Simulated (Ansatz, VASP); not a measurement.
**Two plane-wave programs on CdOs**

```xyz
2
Lattice="3.2253 0.0000 0.0000 0.0000 3.2253 0.0000 0.0000 0.0000 3.2253" Properties=species:S:1:pos:R:3 pbc="T T T"
Cd    0.0000    0.0000    0.0000
Os    1.6126    1.6126    1.6126
```

Alike in both runs: functional PBE; k mesh 6 × 6 × 6; occupations gaussian, width 0.1 eV; no spin polarisation.

Ansatz relaxed the structure, and its values are those at the end. VASP's run is a single point on that final structure, the one shown.

|  | VASP | Ansatz |
| --- | --- | --- |
| version | VASP 6.6.1 | Ansatz 0.2.0 |
| potentials or method | VASP PAW PBE potentials, release 64 (Cd_sv_GW, Os_sv_GW), cutoff 540 eV | scalar-relativistic, plane waves, PAW |
| valence electrons in the cell | 36 | 36 |

|  | VASP | Ansatz | Ansatz less VASP |
| --- | --- | --- | --- |
| gap on the k mesh at the Fermi level (eV) | none | none | - |
| pressure (GPa) | -2.3 | 0.0 | +2.31 |

A gap of «none» marks a metal or a gap that the smearing closes. The functional is the same, so the differences come from potentials, cutoffs and numerics.

Spin-orbit coupling is off throughout.
